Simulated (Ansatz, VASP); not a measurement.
## One calculation of In2Sb, two programs

File INCAR:

```
PREC = Accurate
ENCUT = 520
EDIFF = 1E-6
ISMEAR = 0
SIGMA = 0.05
LREAL = False
LASPH = True
NELM = 60
ALGO = Normal
ISIF = 2
LWAVE = False
LCHARG = False
GGA = PS
NBANDS = 40
```

KPOINTS

```
regular mesh
0
Gamma
  6 6 3
```

Contents of POSCAR:

```
In2Sb
1.0
    5.3799042018      0.0000000000      0.0000000000
   -2.6899521009      4.6591337087      0.0000000000
    0.0000000000      0.0000000000      6.7225520000
In Sb
4 2
Direct
    0.6666666667      0.3333333333      0.2500000000
    0.3333333333      0.6666666667      0.7500000000
    0.0000000000      0.0000000000      0.5000000000
    0.0000000000      0.0000000000      0.0000000000
    0.6666666667      0.3333333333      0.7500000000
    0.3333333333      0.6666666667      0.2500000000
```

Input for Ansatz:

```yaml
crystal:
  lattice:
    - [5.3799042018, 0.0, 0.0]
    - [-2.6899521009, 4.6591337087, 0.0]
    - [0.0, 0.0, 6.722552]
  atoms:
    - { symbol: In, position: [0.6666666667, 0.3333333333, 0.25] }
    - { symbol: In, position: [0.3333333333, 0.6666666667, 0.75] }
    - { symbol: In, position: [0.0, 0.0, 0.5] }
    - { symbol: In, position: [0.0, 0.0, 0.0] }
    - { symbol: Sb, position: [0.6666666667, 0.3333333333, 0.75] }
    - { symbol: Sb, position: [0.3333333333, 0.6666666667, 0.25] }
basis:
  ecutwfc: 420
kpoints:
  mp_grid: { grid: [6, 6, 3] }
hamiltonian:
  xc: pbesol
scf:
  occupations: { method: gaussian, width: 0.05 }
output:
  forces: true
  stress: true
  eigenvalues: true
```

Alike in both runs: task single point; functional PBEsol; k mesh 6 × 6 × 3; occupations gaussian, width 0.05 eV; no spin polarisation.

|  | VASP | Ansatz |
| --- | --- | --- |
| version | VASP 6.6.1 | Ansatz 0.2.0 |
| potentials or method | VASP PAW PBE potentials, release 64 (In_d, Sb), cutoff 520 eV | scalar-relativistic, plane waves, PAW |
| valence electrons in the cell | 62 | 82 |

Ansatz gave:

* gap on the k mesh at the Fermi level (eV): none
* pressure (GPa): -2.3
* traceless stress, the component that is largest in VASP (GPa): -3.05

Question: Estimate VASP's values.

Answer: gap on the k mesh at the Fermi level (eV): none; pressure (GPa): -2.3; traceless stress, the component that is largest in VASP (GPa): -3.08.

VASP's potentials were made for PBE, not for PBEsol. A gap of «none» marks a metal or a gap that the smearing closes. VASP's potentials hold 62 valence electrons a cell and Ansatz's 82, so a difference there can come from the potentials and not from the codes.

Spin-orbit coupling is off throughout.
